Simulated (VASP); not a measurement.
Wanted: the native input for a VASP 6.6.1 run.

```yaml
Task: single point
Functional: r2SCAN
Potentials_or_basis: VASP PAW PBE potentials, release 64 (Ga_d, N)
Cutoff: 520 eV
k_mesh: 10 × 10 × 10
Occupations: gaussian, width 0.05 eV
Spin: no spin polarisation
Dipole_correction: no
Further_INCAR_settings: ALGO = Normal; EDIFF = 1e-06; NBANDS = 16
```

The system is GaN.

```xyz
2
Lattice="0.0000 2.2535 2.3887 2.2535 0.0000 2.3887 2.2535 2.2535 0.0000" Properties=species:S:1:pos:R:3 pbc="T T T"
Ga    0.0000    0.0000    0.0000
N     3.3803    3.3803    3.5831
```

This cell differs from its parent crystal: strain +0.0600 x Voigt [0, 0, 1, 0, 0, 0].

These files were run (other wordings do the same):

POSCAR

```
GaN
1.0
    0.0000000000      2.2535006075      2.3887106440
    2.2535006075      0.0000000000      2.3887106440
    2.2535006075      2.2535006075      0.0000000000
Ga N
1 1
Direct
    0.0000000000      0.0000000000      0.0000000000
    0.7500000000      0.7500000000      0.7500000000
```

INCAR.step1

```
PREC     = Accurate       # precision mode
ENCUT    = 520            # plane-wave cutoff, eV
ISMEAR   = 0              # smearing method
SIGMA    = 0.05           # smearing width, eV
LREAL    = F              # projectors in reciprocal space
LASPH    = T              # aspherical terms in the spheres
NELM     = 80             # most SCF steps
NBANDS   = 16             # bands
GGA      = PE             # functional
ALGO     = Normal         # electronic algorithm
EDIFF    = 1E-4           # SCF threshold, eV
LWAVE    = T              # write WAVECAR
LCHARG   = F              # write CHGCAR
```

INCAR.step2

```
PREC     = Accurate       # precision mode
ENCUT    = 520            # plane-wave cutoff, eV
EDIFF    = 1E-6           # SCF threshold, eV
ISMEAR   = 0              # smearing method
SIGMA    = 0.05           # smearing width, eV
LREAL    = F              # projectors in reciprocal space
LASPH    = T              # aspherical terms in the spheres
NELM     = 80             # most SCF steps
ALGO     = Normal         # electronic algorithm
ISIF     = 2              # what is computed and relaxed
LWAVE    = F              # write WAVECAR
LCHARG   = F              # write CHGCAR
METAGGA  = R2SCAN         # meta-GGA
LMIXTAU  = T            
NBANDS   = 16             # bands
ISTART   = 1
```

KPOINTS

```
regular mesh
0
Gamma
  10 10 10
```

Potentials or basis: VASP PAW PBE potentials, release 64 (Ga_d, N).

Run with:

```console
$ cat potpaw_PBE.64/Ga_d/POTCAR potpaw_PBE.64/N/POTCAR > POTCAR
$ cp INCAR.step1 INCAR
$ mpirun -np 1 vasp_std > vasp.out
$ cp INCAR.step2 INCAR
$ mpirun -np 1 vasp_std > vasp.out
```

Results of the run:

```
Pressure               : -10.4 GPa
Band gap on the k mesh : 1.62 eV
```

Caveat: the cell differs from its parent crystal (strain +0.0600 x Voigt [0, 0, 1, 0, 0, 0]); the stress differs along the axes, from -16 to -7 GPa; the PAW data sets were made with another functional, which shifts forces and pressure a little.

It took 2.4 min on 1 thread of Intel Xeon 8259CL, on a shared host, peak memory 0.17 GiB.
